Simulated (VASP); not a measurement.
A run of VASP 6.6.1 is set up as follows.

POSCAR

```
Ga3BAs4
1.0
    5.5571527886      0.0000000000      0.0000000000
    0.0000000000      5.5571527886      0.0000000000
    0.0000000000      0.0000000000      5.5571527886
B As Ga
1 4 3
Direct
    0.0000000000      0.0000000000      0.0000000000
    0.2290595190      0.2290595190      0.2290595190
    0.7709404810      0.7709404810      0.2290595190
    0.7709404810      0.2290595190      0.7709404810
    0.2290595190      0.7709404810      0.7709404810
    0.5000000000      0.5000000000      0.0000000000
    0.5000000000      0.0000000000      0.5000000000
    0.0000000000      0.5000000000      0.5000000000
```

File INCAR.step1:

```
SYSTEM = Ga3BAs4
PREC = Accurate ; ENCUT = 520
ISMEAR = 0 ; SIGMA = 0.01
LREAL = .FALSE. ; LASPH = .TRUE.
NELM = 100 ; NBANDS = 41
GGA = PE ; ALGO = Normal
EDIFF = 1E-4 ; LWAVE = .TRUE.
LCHARG = .FALSE.
```

The input INCAR.step2:

```
SYSTEM = Ga3BAs4
PREC = Accurate ; ENCUT = 520
EDIFF = 1E-6 ; ISMEAR = 0
SIGMA = 0.01 ; LREAL = .FALSE.
LASPH = .TRUE. ; NELM = 100
ALGO = Normal ; ISIF = 2
LWAVE = .FALSE. ; LCHARG = .FALSE.
METAGGA = R2SCAN ; LMIXTAU = .TRUE.
NBANDS = 41 ; ISTART = 1
```

Contents of KPOINTS:

```
Automatic mesh
0
G
  4 4 4
  0 0 0
```

Potentials or basis: VASP PAW PBE potentials, release 64 (B, As, Ga_d).

Run with:

```sh
$ cat potpaw_PBE.64/B/POTCAR potpaw_PBE.64/As/POTCAR potpaw_PBE.64/Ga_d/POTCAR > POTCAR
$ cp INCAR.step1 INCAR
$ mpirun -np 1 vasp_std > vasp.out
$ cp INCAR.step2 INCAR
$ mpirun -np 1 vasp_std > vasp.out
```

Q: Predict the largest force.

A: 0.022 eV/Å.

Q: Estimate the pressure.

A: -4.3 GPa.

Q: What does it give for the band gap on the k mesh?

A: 0.69 eV, indirect (least direct gap 0.80 eV).

Forces on the atoms (eV/Å):
```
B    0.000  0.000  0.000
As   0.013  0.013  0.013
As  -0.013 -0.013  0.013
As  -0.013  0.013 -0.013
As   0.013 -0.013 -0.013
Ga   0.000  0.000  0.000
Ga   0.000  0.000  0.000
Ga   0.000  0.000  0.000
```

Caveat: the PAW data sets were made with another functional, which shifts forces and pressure a little. A k mesh can miss the band edges.
